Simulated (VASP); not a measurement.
Here is a VASP 6.6.1 calculation.

File INCAR:

```
ALGO     = Normal         # electronic algorithm
EDIFF    = 1E-6           # SCF threshold, eV
ENCUT    = 500            # plane-wave cutoff, eV
GGA      = PS             # functional
GGA_COMPAT= F            
ISIF     = 2              # what is computed and relaxed
ISMEAR   = -1             # smearing method
LASPH    = T              # aspherical terms in the spheres
LCHARG   = F              # write CHGCAR
LREAL    = F              # projectors in reciprocal space
LWAVE    = F              # write WAVECAR
NBANDS   = 12             # bands
NELM     = 120            # most SCF steps
PREC     = Accurate       # precision mode
SIGMA    = 0.13605693000000002 # smearing width, eV
```

KPOINTS

```
k-points
0
Gamma
  17 17 17
```

The input POSCAR:

```
Mn
1.0
   -1.3754213585      1.3754213585      1.3754213585
    1.3754213585     -1.3754213585      1.3754213585
    1.3754213585      1.3754213585     -1.3754213585
Mn
1
Direct
    0.0000000000      0.0000000000      0.0000000000
```

Potentials or basis: VASP PAW PBE potentials, release 64 (Mn_pv).

The run is started by

```sh
$ cat potpaw_PBE.64/Mn_pv/POTCAR > POTCAR
$ mpirun -np 1 vasp_std > vasp.out
```

Estimate the pressure.

0.4 GPa.

Caveat: the PAW data sets were made with another functional, which shifts forces and pressure a little; the run has no spin polarisation, though such a crystal can be magnetic. Spin polarisation is off, so any magnetic state and its effect on volume and gap are missing.
